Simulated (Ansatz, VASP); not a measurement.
HfC: VASP beside Ansatz

INCAR

```
  PREC = Accurate
  ENCUT = 520
  EDIFF = 1E-6
  ISMEAR = -1
  SIGMA = 0.05
  LREAL = False
  LASPH = True
  NELM = 100
  ALGO = Normal
  ISIF = 2
  LWAVE = False
  LCHARG = True
  GGA = PS
  LELF = True
  LVHAR = True
  NBANDS = 14
```

Contents of KPOINTS:

```
Automatic mesh
0
Gamma
  11 11 11
```

File POSCAR:

```
HfC
1.0
    0.0000000000      2.3250000000      2.3250000000
    2.3250000000      0.0000000000      2.3250000000
    2.3250000000      2.3250000000      0.0000000000
Hf C
1 1
Direct
    0.4700000000      0.4700000000      0.5300000000
    0.0300000000      0.0300000000     -0.0300000000
```

Input for Ansatz:

```yaml
crystal:
  lattice:
    - [0.0, 2.325, 2.325]
    - [2.325, 0.0, 2.325]
    - [2.325, 2.325, 0.0]
  atoms:
    - { symbol: Hf, position: [0.47, 0.47, 0.53] }
    - { symbol: C, position: [0.03, 0.03, -0.03] }
kpoints:
  mp_grid: { grid: [11, 11, 11] }
scf:
  occupations: { method: fermi_dirac, width: 0.05 }
hamiltonian:
  xc: pbesol
  pseudopotentials: { kind: all_electron, lapw: { basis_error: 0.001 } }
output:
  forces: true
  stress: true
  eigenvalues: true
  populations: true
```

Change from the starting cell: shortest bond scaled by 0.88, LAPW.

Alike in both runs: task single point; functional PBEsol; k mesh 11 × 11 × 11; occupations fermi-dirac, width 0.05 eV; no spin polarisation.

|  | VASP | Ansatz |
| --- | --- | --- |
| version | VASP 6.6.1 | Ansatz 0.2.0 |
| potentials or method | VASP PAW PBE potentials, release 64 (Hf_pv, C), cutoff 520 eV | all-electron LAPW, scalar-relativistic |

VASP gave:

```
pressure (GPa)                                                : 0.7
traceless stress, the component that is largest in VASP (GPa) : 17.29
rms of the force components (eV/Å)                            : 1.642
```

Problem. Which values does Ansatz return?

Solution. Pressure (GPa): 1.1; traceless stress, the component that is largest in VASP (GPa): 16.89; rms of the force components (eV/Å): 1.626.

VASP's potentials were made for PBE, not for PBEsol. Atom by atom the forces differ by 0.016 eV/Å (rms over components). Ansatz ran all-electron here, and VASP with PAW potentials.

Neither program's run includes spin-orbit coupling.
